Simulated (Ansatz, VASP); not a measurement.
## One calculation of In3Sb, two programs

```
CELL_PARAMETERS angstrom
4.83696 0.00000 0.00000
0.00000 4.83696 0.00000
0.00000 0.00000 4.83696
ATOMIC_POSITIONS crystal
In 0.50000 0.50000 0.00000
In 0.50000 0.00000 0.50000
In 0.00000 0.50000 0.50000
Sb 0.00000 0.00000 0.00000
```

Alike in both runs: task single point; functional r2SCAN; k mesh 2 × 2 × 2; occupations gaussian, width 0.1 eV; no spin polarisation.

|  | VASP | Ansatz |
| --- | --- | --- |
| version | VASP 6.6.1 | Ansatz 0.2.0 |
| potentials or method | VASP PAW PBE potentials, release 64 (In_d, Sb), cutoff 520 eV | scalar-relativistic, plane waves, PAW |
| valence electrons in the cell | 44 | 54 |

|  | VASP | Ansatz | Ansatz less VASP |
| --- | --- | --- | --- |
| gap on the k mesh at the Fermi level (eV) | none | none | - |
| pressure (GPa) | -1.6 | -1.6 | 0.00 |

VASP's potentials were made for PBE, not for r2SCAN. A gap of «none» marks a metal or a gap that the smearing closes. VASP's potentials hold 44 valence electrons a cell and Ansatz's 54, so a difference there can come from the potentials and not from the codes.

The k mesh is coarse, so the values compare programs but aren't converged. Spin-orbit coupling is off throughout.
